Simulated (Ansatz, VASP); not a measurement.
**Two plane-wave programs on KF**

```
K F
1.0
     0.00000    2.77444    2.77444
     2.77444    0.00000    2.77444
     2.77444    2.77444    0.00000
K F
1 1
Direct
  0.00000 0.00000 0.00000
  0.50000 0.50000 0.50000
```

Alike in both runs: task single point; functional RPBE; k mesh 8 × 8 × 8; occupations gaussian, width 0.05 eV; no spin polarisation.

```csv
,VASP,Ansatz
version,VASP 6.6.1,Ansatz 0.2.0
potentials or method,"VASP PAW PBE potentials, release 64 (K_sv, F), cutoff 520 eV","scalar-relativistic, plane waves, PAW"
valence electrons in the cell,16,16
```

VASP gave:

| Quantity | Value |
| --- | --- |
| gap on the k mesh at the Fermi level (eV) | 5.92 |
| least direct gap on the mesh (eV) | 5.92 |
| pressure (GPa) | 0.4 |

Q: Which values does Ansatz return?

A: gap on the k mesh at the Fermi level (eV): 5.93; least direct gap on the mesh (eV): 5.93; pressure (GPa): 0.4.

VASP's potentials were made for PBE, not for RPBE.
